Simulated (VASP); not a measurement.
Write the native input for VASP 6.6.1 that does the following.

| Property | Result |
| --- | --- |
| Task | single point |
| Functional | PBE |
| Potentials or basis | VASP PAW PBE potentials, release 64 (Ti_sv) |
| Cutoff | 500 eV |
| k mesh | 10 × 10 × 10 |
| Occupations | methfessel-paxton, width 0.02 eV |
| Spin | no spin polarisation |
| Dipole correction | no |
| Further INCAR settings | ALGO = Normal; EDIFF = 1e-06; NBANDS = 12 |

The structure of Ti lies in POSCAR:

```
Ti
1.0
    0.0000000000      1.9885598007      1.9885598007
    1.9885598007      0.0000000000      1.9885598007
    1.9885598007      1.9885598007      0.0000000000
Ti
1
Direct
    0.0000000000      0.0000000000      0.0000000000
```

This isn't the form of Ti at room conditions, which is hcp.

One way to write it, as run:

INCAR

```
PREC     = Accurate       # precision mode
ENCUT    = 500            # plane-wave cutoff, eV
EDIFF    = 1E-6           # SCF threshold, eV
ISMEAR   = 1              # smearing method
SIGMA    = 0.02           # smearing width, eV
LREAL    = False          # projectors in reciprocal space
LASPH    = True           # aspherical terms in the spheres
NELM     = 120            # most SCF steps
ALGO     = Normal         # electronic algorithm
ISIF     = 2              # what is computed and relaxed
LWAVE    = False          # write WAVECAR
LCHARG   = False          # write CHGCAR
GGA      = PE             # functional
NBANDS   = 12             # bands
GGA_COMPAT= False
```

KPOINTS

```
Automatic mesh
0
Gamma
  10 10 10
```

Potentials or basis: VASP PAW PBE potentials, release 64 (Ti_sv).

Run with:

```bash
$ cat potpaw_PBE.64/Ti_sv/POTCAR > POTCAR
$ mpirun -np 1 vasp_std > vasp.out
```

It gave:

* Pressure: 12.2 GPa
* Band gap on the k mesh: zero (bands 6 and 7 overlap by 1.22 eV)

Caveat: the cell stands under pressure.

Wall time 6.7 s on 1 thread of Intel(R) Xeon(R) Platinum 8375C CPU @ 2.90GHz (Ice Lake) (shared host), peak memory 0.13 GiB.
